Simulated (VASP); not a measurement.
The system is ZnSe (Stilleite).

```
CELL_PARAMETERS angstrom
0.00000 2.83242 2.83242
2.83242 0.00000 2.83242
2.83242 2.83242 0.00000
ATOMIC_POSITIONS crystal
Zn 0.00000 0.00000 0.00000
Se 0.25000 0.25000 0.25000
```

Program: VASP 6.6.1. Alike in all runs: task single point; no spin polarisation; cell as given; cutoff (eV) 520; smearing gaussian 0.01 eV. Hardware: 1 thread of Intel(R) Xeon(R) Platinum 8488C (Sapphire Rapids), on a shared host.

Order these runs on this cell by their wall time, lowest first.
A. level PBE; potentials or basis VASP PAW PBE potentials, release 64 (Zn, Se); k mesh 4 × 4 × 4
B. level r2SCAN; potentials or basis VASP PAW PBE potentials, release 64 (Zn, Se); k mesh 8 × 8 × 8
C. level LDA; potentials or basis VASP PAW LDA potentials, release 64 (Zn, Se); k mesh 8 × 8 × 8

A (6.4 s), C (25 s), B (140 s).

Caveats: some runs use coarse meshes.
